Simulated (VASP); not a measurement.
# AlNi3 (Pm-3m) in VASP: notebook

The runs below take AlNi3 through single point, with PBE.

Program: VASP 6.6.1. These are calculated values, not measurements. Logs are shortened: lines on timing, memory, paths and dates and some standing lists are left out, and cuts for length are marked.

## Step 1: The cell of the first run

Symmetry: Pm-3m, No. 221, cubic system. The conventional cell has a = 3.523 Å, b = 3.523 Å, c = 3.523 Å, α = 90.00°, β = 90.00°, γ = 90.00°. Within 3.3 Å of Ni (site symmetry 4/mmm) lie 8 Ni at 2.49 Å and 4 Al at 2.49 Å. Within 3.3 Å of Al (site symmetry m-3m) lie 12 Ni at 2.49 Å.

## Step 2: Single point, PBE, collinear spin, ferromagnetic start

The input, INCAR:

```
SYSTEM = AlNi3
  PREC = Accurate
  ENCUT = 690
  EDIFF = 1E-6
  ISMEAR = -1
  SIGMA = 0.05
  LREAL = .FALSE.
  LASPH = .TRUE.
  NELM = 200
  ALGO = Normal
  ISIF = 2
  LWAVE = .FALSE.
  LCHARG = .TRUE.
  ISPIN = 2
  MAGMOM = 1 1 1 0
  LORBIT = 11
  NUPDOWN = 3.0
  LMAXMIX = 4
  GGA = PE
  LELF = .TRUE.
  LVHAR = .TRUE.
  NBANDS = 40
  GGA_COMPAT = .FALSE.
```

The input, KPOINTS:

```
regular mesh
0
G
  6 6 6
  0 0 0
```

The input, POSCAR:

```
AlNi3
1.0
    3.5230547267      0.0000000000      0.0000000000
    0.0000000000      3.5230547267      0.0000000000
    0.0000000000      0.0000000000      3.5230547267
Ni Al
3 1
Direct
    0.5000000000      0.5000000000      0.0000000000
    0.5000000000      0.0000000000      0.5000000000
    0.0000000000      0.5000000000      0.5000000000
    0.0000000000      0.0000000000      0.0000000000
```

Potentials or basis: VASP PAW PBE potentials, release 64 (Ni_sv_GW, Al).

Command:

```sh
$ cat potpaw_PBE.64/Ni_sv_GW/POTCAR potpaw_PBE.64/Al/POTCAR > POTCAR
$ mpirun -np 1 vasp_std > vasp.out
```

OUTCAR:

```text
SYSTEM = AlNi3
   PREC = Accurate
   ENCUT = 690
   EDIFF = 1E-6
   ISMEAR = -1
   LREAL = .FALSE.
   LASPH = .TRUE.
   NELM = 200
   ISIF = 2
   ISPIN = 2
   LORBIT = 11
   NUPDOWN = 3.0
   GGA = PE

 ion  position               nearest neighbor table
   1  0.500  0.500  0.000-   2 2.49   3 2.49   4 2.49   2 2.49   3 2.49   2 2.49   4 2.49   2 2.49
                             3 2.49   4 2.49   3 2.49   4 2.49
   2  0.500  0.000  0.500-   1 2.49   3 2.49   4 2.49   1 2.49   4 2.49   1 2.49   3 2.49   1 2.49
                             3 2.49   4 2.49   4 2.49   3 2.49
   3  0.000  0.500  0.500-   1 2.49   2 2.49   4 2.49   1 2.49   4 2.49   2 2.49   4 2.49   4 2.49
                             1 2.49   2 2.49   1 2.49   2 2.49
   4  0.000  0.000  0.000-   1 2.49   2 2.49   3 2.49   2 2.49   3 2.49   1 2.49   3 2.49   3 2.49
                             1 2.49   2 2.49   2 2.49   1 2.49

  LATTYP: Found a simple cubic cell.
 ALAT       =     3.5230547267

  Lattice vectors:

 A1 = (   3.5230547267,   0.0000000000,   0.0000000000)
 A2 = (   0.0000000000,   3.5230547267,   0.0000000000)
 A3 = (   0.0000000000,   0.0000000000,   3.5230547267)

Analysis of symmetry for initial positions (statically):
=====================================================================
 Subroutine PRICEL returns:
 Original cell was already a primitive cell.

 Routine SETGRP: Setting up the symmetry group for a
 simple cubic supercell.

 Subroutine GETGRP returns: Found 48 space group operations
 (whereof 48 operations were pure point group operations)
 out of a pool of 48 trial point group operations.

The static configuration has the point symmetry O_h .

Analysis of symmetry for dynamics (positions and initial velocities):
=====================================================================
 Subroutine PRICEL returns:
 Original cell was already a primitive cell.

 Routine SETGRP: Setting up the symmetry group for a
 simple cubic supercell.

 Subroutine GETGRP returns: Found 48 space group operations
 (whereof 48 operations were pure point group operations)
 out of a pool of 48 trial point group operations.

The dynamic configuration has the point symmetry O_h .

Analysis of structural, dynamic, and magnetic symmetry:
=====================================================================
 Subroutine PRICEL returns:
 Original cell was already a primitive cell.

 Routine SETGRP: Setting up the symmetry group for a
 simple cubic supercell.

 Subroutine GETGRP returns: Found 48 space group operations
 (whereof 48 operations were pure point group operations)
 out of a pool of 48 trial point group operations.

The overall configuration has the point symmetry O_h .

 Subroutine INISYM returns: Found 48 space group operations
 (whereof 48 operations are pure point group operations),
 and found     1 'primitive' translations

----------------------------------------------------------------------------------------

                                     Primitive cell

  volume of cell :      43.7279

  direct lattice vectors                    reciprocal lattice vectors
     3.523054727  0.000000000  0.000000000     0.283844583  0.000000000  0.000000000
     0.000000000  3.523054727  0.000000000     0.000000000  0.283844583  0.000000000
     0.000000000  0.000000000  3.523054727     0.000000000  0.000000000  0.283844583

  length of vectors
     3.523054727  3.523054727  3.523054727     0.283844583  0.283844583  0.283844583

  position of ions in fractional coordinates (direct lattice)
     0.500000000  0.500000000  0.000000000
     0.500000000  0.000000000  0.500000000
     0.000000000  0.500000000  0.500000000
     0.000000000  0.000000000  0.000000000

  ion indices of the primitive-cell ions
   primitive index   ion index
                 1           1
                 2           2
                 3           3
                 4           4

----------------------------------------------------------------------------------------

 KPOINTS: regular mesh

Automatic generation of k-mesh.
 Grid dimensions read from file:
 generate k-points for:    6    6    6

 Generating k-lattice:

  Cartesian coordinates                     Fractional coordinates (reciprocal lattice)
     0.047307431  0.000000000  0.000000000     0.166666667  0.000000000  0.000000000
     0.000000000  0.047307431  0.000000000     0.000000000  0.166666667  0.000000000
     0.000000000  0.000000000  0.047307431     0.000000000  0.000000000  0.166666667

  Length of vectors
     0.047307431  0.047307431  0.047307431

  Shift w.r.t. Gamma in fractional coordinates (k-lattice)
     0.000000000  0.000000000  0.000000000

 Subroutine IBZKPT returns following result:
 ===========================================

 Found     20 irreducible k-points:

 Following reciprocal coordinates:
            Coordinates               Weight
  0.000000  0.000000  0.000000      1.000000
  0.166667  0.000000  0.000000      6.000000
  0.333333  0.000000  0.000000      6.000000
  0.500000  0.000000  0.000000      3.000000
  0.166667  0.166667  0.000000     12.000000
  0.333333  0.166667  0.000000     24.000000
[... 12 lines left out ...]
  0.500000  0.500000  0.333333      6.000000
  0.500000  0.500000  0.500000      1.000000
   k-points           NKPTS =     20   k-points in BZ     NKDIM =     20   number of bands    NBANDS=     40
   number of dos      NEDOS =    301   number of ions     NIONS =      4
   total plane-waves  NPLWV =  27000
   dimension x,y,z NGX =    30 NGY =   30 NGZ =   30
   dimension x,y,z NGXF=    60 NGYF=   60 NGZF=   60
   ions per type =               3   1
   NGX,Y,Z   is equivalent  to a cutoff of  14.16, 14.16, 14.16 a.u.
   NGXF,Y,Z  is equivalent  to a cutoff of  28.31, 28.31, 28.31 a.u.
 SYSTEM =  AlNi3
   PREC   = accura    normal or accurate (medium, high low for compatibility)
   ISTART =      0    job   : 0-new  1-cont  2-samecut
   ICHARG =      2    charge: 1-file 2-atom 10-const
   ISPIN  =      2    spin polarized calculation?
   LNONCOLLINEAR =      F non collinear calculations
   LSORBIT =      F    spin-orbit coupling
   LASPH  =      T    aspherical Exc in radial PAW
   ENCUT  =  690.0 eV  50.71 Ry    7.12 a.u.   7.55  7.55  7.55*2*pi/ulx,y,z
   NELM   =    200;   NELMIN=  2; NELMDL= -5     # of ELM steps
   EDIFF  = 0.1E-05   stopping-criterion for ELM
   LREAL  =      F    real-space projection
   EDIFFG = 0.1E-04   stopping-criterion for IOM
   NSW    =      0    number of steps for IOM
   IBRION =     -1    ionic relax: 0-MD 1-quasi-New 2-CG
   NFREE  =      0    steps in history (QN), initial steepest desc. (CG)
   ISIF   =      2    stress and relaxation
   ISYM   =      2    0-nonsym 1-usesym 2-fastsym
   POTIM  = 0.5000    time-step for ionic-motion
   TEBEG  =    0.0;   TEEND  =   0.0 temperature during run
   PSTRESS=    0.0 pullay stress
   NELECT =      57.0000    total number of electrons
   NUPDOWN=       3.0000    fix difference up-down
   EMIN   =  10.00;   EMAX   =-10.00  energy-range for DOS
   EFERMI =   0.00;   METHOD = LEGACY
   ISMEAR =    -1;   SIGMA  =   0.05  broadening in eV -4-tet -1-fermi 0-gaus
   EFERMI_NEDOS =   21; number of points for ismear=-14 and -15
   IALGO  =     38    algorithm
   IMIX   =      4    mixing-type and parameters
     AMIX     =   0.40;   BMIX     =  1.00
     AMIX_MAG =   1.60;   BMIX_MAG =  1.00
  volume/ion in A,a.u.               =      10.93        73.77
  Fermi-wavevector in a.u.,A,eV,Ry     =   1.788328  3.379449 43.513001  3.198115
  Thomas-Fermi vector in A             =   2.851527
   LORBIT       =     11    0 simple, 1 ext, 2 COOP (PROOUT), +10 PAW based schemes
   GGA     = PE    functional components
   LHFCALC =     F    Hartree Fock is set to
   AEXX    =    0.0000 exact exchange contribution
   IVDW    =     0    specifies the selected vdW correction
   LEPSILON=     F    determine dielectric tensor
   LRPA    =     F    only Hartree local field effects (RPA)
 spin polarized calculation
  energy-cutoff  :      690.00
  volume of cell :       43.73
 maximum number of plane-waves:      1856
   NGX = 15   NGY = 15   NGZ = 15

 number of electron      56.9999878 magnetization       2.9999992

 Free energy of the ion-electron system (eV)
  ---------------------------------------------------
  ext. energy  EPLUGINS =         0.00000000
  ---------------------------------------------------
  free energy    TOTEN  =       -23.61782233 eV

  energy without entropy =      -23.58592769  energy(sigma->0) =      -23.60187501

 E-fermi :   8.4359     XC(G=0): -13.3328

 val. band max:        9.9287174110   @ k =   0.5000   0.3333   0.0000
 cond. band min:       8.4447280253   @ k =   0.1667   0.0000   0.0000
 fundamental gap:     -1.4839893857
 Fermi energy:        10.3669842919

 spin component 1

 k-point     1 :       0.0000    0.0000    0.0000
  band No.  band energies     occupation
      1     -95.0579      1.00000
      2     -95.0251      1.00000
      3     -95.0251      1.00000
      4     -55.4931      1.00000
      5     -55.4931      1.00000
      6     -55.4931      1.00000
[... 849 lines left out ...]
     39      28.9682      0.00000
     40      29.0340      0.00000
 Fermi energy:         8.4359470475

 spin component 2

 k-point     1 :       0.0000    0.0000    0.0000
  band No.  band energies     occupation
      1     -93.9838      1.00000
      2     -93.9500      1.00000
      3     -93.9500      1.00000
      4     -54.4480      1.00000
      5     -54.4480      1.00000
      6     -54.4480      1.00000
[... 849 lines left out ...]
     39      29.1817      0.00000
     40      29.1908      0.00000

------------------------ aborting loop because EDIFF is reached ----------------------------------------

  FORCE on cell =-STRESS in cart. coord.  units (eV):
  Direction    XX          YY          ZZ          XY          YZ          ZX
  --------------------------------------------------------------------------------------
  -------------------------------------------------------------------------------------
  Total        3.6913323      3.6913323      3.6913323      0.0000000      0.0000000      0.0000000
  in kB      135.2494645    135.2494645    135.2494645      0.0000000      0.0000000      0.0000000
  external PRESSURE =     135.2494645 kB  Pullay stress =       0.0000000 kB

 VOLUME and BASIS-vectors are now :
 -----------------------------------------------------------------------------
  energy-cutoff  :      690.00
  volume of cell :       43.73
      direct lattice vectors                 reciprocal lattice vectors
     3.523054727  0.000000000  0.000000000     0.283844583  0.000000000  0.000000000
     0.000000000  3.523054727  0.000000000     0.000000000  0.283844583  0.000000000
     0.000000000  0.000000000  3.523054727     0.000000000  0.000000000  0.283844583

 POSITION                                       TOTAL-FORCE (eV/Angst)
 -----------------------------------------------------------------------------------
      1.76153      1.76153      0.00000         0.000000      0.000000      0.000000
      1.76153      0.00000      1.76153         0.000000      0.000000      0.000000
      0.00000      1.76153      1.76153         0.000000      0.000000      0.000000
      0.00000      0.00000      0.00000         0.000000      0.000000      0.000000
 -----------------------------------------------------------------------------------
    total drift:                                0.000000      0.000000     -0.000000

  FREE ENERGIE OF THE ION-ELECTRON SYSTEM (eV)
  ---------------------------------------------------
  free  energy   TOTEN  =       -23.6178223324 eV

  energy  without entropy=      -23.5859276945  energy(sigma->0) =      -23.60187501

 total charge

# of ion       s       p       d       f       tot
--------------------------------------------------
    1        2.252   6.342   7.803   0.004  16.401
    2        2.252   6.342   7.803   0.004  16.401
    3        2.252   6.342   7.803   0.004  16.401
    4        0.403   0.436   0.000   0.000   0.839
--------------------------------------------------
tot          7.159  19.462  23.410   0.012  50.043

 magnetization (x)

# of ion       s       p       d       f       tot
--------------------------------------------------
    1        0.011   0.041   0.862   0.000   0.913
    2        0.011   0.041   0.862   0.000   0.913
    3        0.011   0.041   0.862   0.000   0.913
    4        0.016   0.043   0.000   0.000   0.059
--------------------------------------------------
tot          0.048   0.165   2.585   0.001   2.799
```

Wall time 67 s (1 thread of Intel Xeon 6975P-C (Granite Rapids), shared host); peak memory 0.24 GiB.

What came out:

```
Free energy                                           : -23.6178 eV
Pressure                                              : 13.5 GPa
Net moment                                            : 3.00 μB per cell
Site moments                                          : Ni +0.91; Al +0.06 μB
Valence electrons inside the program's atomic spheres : Ni 16.40; Al 0.84
```

Caveat: the cell stands under pressure; the total moment is fixed, so each spin has its own Fermi level and the state may be an excited one.

(Continued in part 2 of 2.)
